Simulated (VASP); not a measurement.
# Cr (Im-3m) in VASP: notebook, part 2 of 2

VASP 6.6.1.

**4. Single point, PBE, collinear spin, ferromagnetic start (11.56 Å³/atom)**

This run uses another cell than the first one, of 11.56 Å³/atom.

Input file INCAR:

```
SYSTEM = Cr
PREC = Accurate ; ENCUT = 520
EDIFF = 1E-6 ; ISMEAR = -1
SIGMA = 0.05 ; LREAL = .FALSE.
LASPH = .TRUE. ; NELM = 150
ALGO = Normal ; ISIF = 2
LWAVE = .FALSE. ; LCHARG = .TRUE.
ISPIN = 2 ; MAGMOM = 2
LORBIT = 11 ; LMAXMIX = 4
GGA = PE ; LELF = .TRUE.
LVHAR = .TRUE. ; NBANDS = 16
```

Input file KPOINTS:

```
Automatic mesh
0
G
  21 21 21
  0 0 0
```

Input file POSCAR:

```
Cr
1.0
   -1.4242209434      1.4242209434      1.4242209434
    1.4242209434     -1.4242209434      1.4242209434
    1.4242209434      1.4242209434     -1.4242209434
Cr
1
Direct
    0.0000000000      0.0000000000      0.0000000000
```

Potentials or basis: VASP PAW PBE potentials, release 64 (Cr_pv).

The run is started by

```bash
> cat potpaw_PBE.64/Cr_pv/POTCAR > POTCAR
> mpirun -np 1 vasp_std > vasp.out
```

OUTCAR:

```text
SYSTEM = Cr
   PREC = Accurate
   ENCUT = 520
   EDIFF = 1E-6
   ISMEAR = -1
   LREAL = .FALSE.
   LASPH = .TRUE.
   NELM = 150
   ISIF = 2
   ISPIN = 2
   LORBIT = 11
   GGA = PE

 ion  position               nearest neighbor table
   1  0.000  0.000  0.000-

  LATTYP: Found a body centered cubic cell.
 ALAT       =     2.8484418868

  Lattice vectors:

 A1 = (  -1.4242209434,   1.4242209434,   1.4242209434)
 A2 = (   1.4242209434,  -1.4242209434,   1.4242209434)
 A3 = (   1.4242209434,   1.4242209434,  -1.4242209434)

Analysis of symmetry for initial positions (statically):
=====================================================================
 Subroutine PRICEL returns:
 Original cell was already a primitive cell.

 Routine SETGRP: Setting up the symmetry group for a
 body centered cubic supercell.

 Subroutine GETGRP returns: Found 48 space group operations
 (whereof 48 operations were pure point group operations)
 out of a pool of 48 trial point group operations.

The static configuration has the point symmetry O_h .

Analysis of symmetry for dynamics (positions and initial velocities):
=====================================================================
 Subroutine PRICEL returns:
 Original cell was already a primitive cell.

 Routine SETGRP: Setting up the symmetry group for a
 body centered cubic supercell.

 Subroutine GETGRP returns: Found 48 space group operations
 (whereof 48 operations were pure point group operations)
 out of a pool of 48 trial point group operations.

The dynamic configuration has the point symmetry O_h .

Analysis of structural, dynamic, and magnetic symmetry:
=====================================================================
 Subroutine PRICEL returns:
 Original cell was already a primitive cell.

 Routine SETGRP: Setting up the symmetry group for a
 body centered cubic supercell.

 Subroutine GETGRP returns: Found 48 space group operations
 (whereof 48 operations were pure point group operations)
 out of a pool of 48 trial point group operations.

The overall configuration has the point symmetry O_h .

 Subroutine INISYM returns: Found 48 space group operations
 (whereof 48 operations are pure point group operations),
 and found     1 'primitive' translations

----------------------------------------------------------------------------------------

                                     Primitive cell

  volume of cell :      11.5556

  direct lattice vectors                    reciprocal lattice vectors
    -1.424220943  1.424220943  1.424220943     0.000000000  0.351069125  0.351069125
     1.424220943 -1.424220943  1.424220943     0.351069125  0.000000000  0.351069125
     1.424220943  1.424220943 -1.424220943     0.351069125  0.351069125  0.000000000

  length of vectors
     2.466823035  2.466823035  2.466823035     0.496486718  0.496486718  0.496486718

  position of ions in fractional coordinates (direct lattice)
     0.000000000  0.000000000  0.000000000

  ion indices of the primitive-cell ions
   primitive index   ion index
                 1           1

----------------------------------------------------------------------------------------

 KPOINTS: Automatic mesh

Automatic generation of k-mesh.
 Grid dimensions read from file:
 generate k-points for:   21   21   21

[... 52 lines left out ...]
   NGXF,Y,Z  is equivalent  to a cutoff of  24.26, 24.26, 24.26 a.u.
 SYSTEM =  Cr
   PREC   = accura    normal or accurate (medium, high low for compatibility)
   ISTART =      0    job   : 0-new  1-cont  2-samecut
   ICHARG =      2    charge: 1-file 2-atom 10-const
   ISPIN  =      2    spin polarized calculation?
   LNONCOLLINEAR =      F non collinear calculations
   LSORBIT =      F    spin-orbit coupling
   LASPH  =      T    aspherical Exc in radial PAW
   ENCUT  =  520.0 eV  38.22 Ry    6.18 a.u.   4.59  4.59  4.59*2*pi/ulx,y,z
   NELM   =    150;   NELMIN=  2; NELMDL= -5     # of ELM steps
   EDIFF  = 0.1E-05   stopping-criterion for ELM
   LREAL  =      F    real-space projection
   EDIFFG = 0.1E-04   stopping-criterion for IOM
   NSW    =      0    number of steps for IOM
   IBRION =     -1    ionic relax: 0-MD 1-quasi-New 2-CG
   NFREE  =      0    steps in history (QN), initial steepest desc. (CG)
   ISIF   =      2    stress and relaxation
   ISYM   =      2    0-nonsym 1-usesym 2-fastsym
   POTIM  = 0.5000    time-step for ionic-motion
   TEBEG  =    0.0;   TEEND  =   0.0 temperature during run
   PSTRESS=    0.0 pullay stress
   NELECT =      12.0000    total number of electrons
   NUPDOWN=      -1.0000    fix difference up-down
   EMIN   =  10.00;   EMAX   =-10.00  energy-range for DOS
   EFERMI =   0.00;   METHOD = LEGACY
   ISMEAR =    -1;   SIGMA  =   0.05  broadening in eV -4-tet -1-fermi 0-gaus
   EFERMI_NEDOS =   21; number of points for ismear=-14 and -15
   IALGO  =     38    algorithm
   IMIX   =      4    mixing-type and parameters
     AMIX     =   0.40;   BMIX     =  1.00
     AMIX_MAG =   1.60;   BMIX_MAG =  1.00
  volume/ion in A,a.u.               =      11.56        77.98
  Fermi-wavevector in a.u.,A,eV,Ry     =   1.657822  3.132829 37.393893  2.748374
  Thomas-Fermi vector in A             =   2.745509
   LORBIT       =     11    0 simple, 1 ext, 2 COOP (PROOUT), +10 PAW based schemes
   GGA     = PE    functional components
   LHFCALC =     F    Hartree Fock is set to
   AEXX    =    0.0000 exact exchange contribution
   IVDW    =     0    specifies the selected vdW correction
   LEPSILON=     F    determine dielectric tensor
   LRPA    =     F    only Hartree local field effects (RPA)
 spin polarized calculation
  energy-cutoff  :      520.00
  volume of cell :       11.56
 maximum number of plane-waves:       325
   NGX =  9   NGY =  9   NGZ =  9

 number of electron      11.9999993 magnetization       0.0003913

 number of electron      11.9999993 magnetization      -0.0000069

 Free energy of the ion-electron system (eV)
  ---------------------------------------------------
  ext. energy  EPLUGINS =         0.00000000
  ---------------------------------------------------
  free energy    TOTEN  =        -9.51810437 eV

  energy without entropy =       -9.51170491  energy(sigma->0) =       -9.51490464

 E-fermi :  10.9819     XC(G=0): -13.6722

 val. band max:       10.9637155788   @ k =  -0.4286   0.4286   0.0476
 cond. band min:      10.9819049781   @ k =  -0.1905   0.2381   0.0952
 fundamental gap:      0.0181893993
 Fermi energy:        10.9818593474

 spin component 1

 k-point     1 :       0.0000    0.0000    0.0000
  band No.  band energies     occupation
      1     -31.7669      1.00000
      2     -31.7669      1.00000
      3     -31.7669      1.00000
      4       3.1110      1.00000
      5      10.0512      1.00000
      6      10.0512      1.00000
[... 435 lines left out ...]
      5       9.2918      1.00000
      6       9.5262      1.00000
[... 8 lines left out ...]
     15      39.9921      0.00000
     16      41.8352      0.00000

 [... further k-points ...]

 spin component 2

 k-point     1 :       0.0000    0.0000    0.0000
  band No.  band energies     occupation
      1     -31.7669      1.00000
      2     -31.7669      1.00000
      3     -31.7669      1.00000
      4       3.1110      1.00000
      5      10.0512      1.00000
      6      10.0512      1.00000
[... 435 lines left out ...]
      5       9.2917      1.00000
      6       9.5262      1.00000
[... 8 lines left out ...]
     15      39.9921      0.00000
     16      41.8352      0.00000

 [... further k-points ...]

------------------------ aborting loop because EDIFF is reached ----------------------------------------

  FORCE on cell =-STRESS in cart. coord.  units (eV):
  Direction    XX          YY          ZZ          XY          YZ          ZX
  --------------------------------------------------------------------------------------
  -------------------------------------------------------------------------------------
  Total       -0.0371665     -0.0371665     -0.0371665      0.0000000     -0.0000000      0.0000000
  in kB       -5.1531193     -5.1531193     -5.1531193      0.0000000     -0.0000000      0.0000000
  external PRESSURE =      -5.1531193 kB  Pullay stress =       0.0000000 kB

 VOLUME and BASIS-vectors are now :
 -----------------------------------------------------------------------------
  energy-cutoff  :      520.00
  volume of cell :       11.56
      direct lattice vectors                 reciprocal lattice vectors
    -1.424220943  1.424220943  1.424220943     0.000000000  0.351069125  0.351069125
     1.424220943 -1.424220943  1.424220943     0.351069125  0.000000000  0.351069125
     1.424220943  1.424220943 -1.424220943     0.351069125  0.351069125  0.000000000

 POSITION                                       TOTAL-FORCE (eV/Angst)
 -----------------------------------------------------------------------------------
      0.00000      0.00000      0.00000         0.000000      0.000000      0.000000
 -----------------------------------------------------------------------------------
    total drift:                                0.000000     -0.000000      0.000000

  FREE ENERGIE OF THE ION-ELECTRON SYSTEM (eV)
  ---------------------------------------------------
  free  energy   TOTEN  =        -9.5181043702 eV

  energy  without entropy=       -9.5117049117  energy(sigma->0) =       -9.51490464

 total charge

# of ion       s       p       d       tot
------------------------------------------
    1        0.441   6.407   4.209  11.057

 magnetization (x)

# of ion       s       p       d       tot
------------------------------------------
    1       -0.000  -0.000  -0.000  -0.000
```

It took 2.9 min on 1 thread of AMD EPYC, shared host; peak memory 0.15 GiB.

What came out:

```yaml
Free_energy: -9.5181 eV
Pressure: -0.5 GPa
Band_gap_on_the_k_mesh: zero (filled and empty bands overlap)
Net_moment: 0.00 μB per cell
Valence_electrons_inside_the_program's_atomic_spheres: Cr 11.06
```

**5. Single point, PBE, collinear spin, ferromagnetic start (11.56 Å³/atom)**

This run uses another cell than the first one, of 11.56 Å³/atom.

Input file INCAR:

```
ALGO = Normal
EDIFF = 1E-7
ENCUT = 520
GGA = PE
ISIF = 2
ISMEAR = -1
ISPIN = 2
LASPH = True
LCHARG = True
LELF = True
LMAXMIX = 4
LORBIT = 11
LREAL = False
LVHAR = True
LWAVE = False
MAGMOM = 2
NBANDS = 16
NELM = 150
PREC = Accurate
SIGMA = 0.05
```

Input file KPOINTS:

```
k-points
0
Gamma
  21 21 21
```

POSCAR is that of step 4.

The run is started by

```bash
> cat potpaw_PBE.64/Cr_pv/POTCAR > POTCAR
> mpirun -np 1 vasp_std > vasp.out
```

Wall time 2.6 min (1 thread of AMD EPYC, shared host); peak memory 0.15 GiB.

It converged, with:

```yaml
Free_energy: -9.5181 eV
Pressure: -0.5 GPa
Band_gap_on_the_k_mesh: zero (filled and empty bands overlap)
Net_moment: 0.00 μB per cell
Valence_electrons_inside_the_program's_atomic_spheres: Cr 11.06
```

Levels at points of the mesh, in eV from the Fermi level:
Spin up:
```csv
k point,band 4,band 5,band 6,band 7,band 8,band 9
"(0.00, 0.00, 0.00)",-7.87,-0.93,-0.93,-0.93,1.12,1.12
```
Spin down:
```csv
k point,band 3,band 4,band 5,band 6,band 7,band 8,band 9,band 10
"(0.00, 0.00, 0.00)",-42.75,-7.87,-0.93,-0.93,-0.93,1.12,1.12,7.08
```
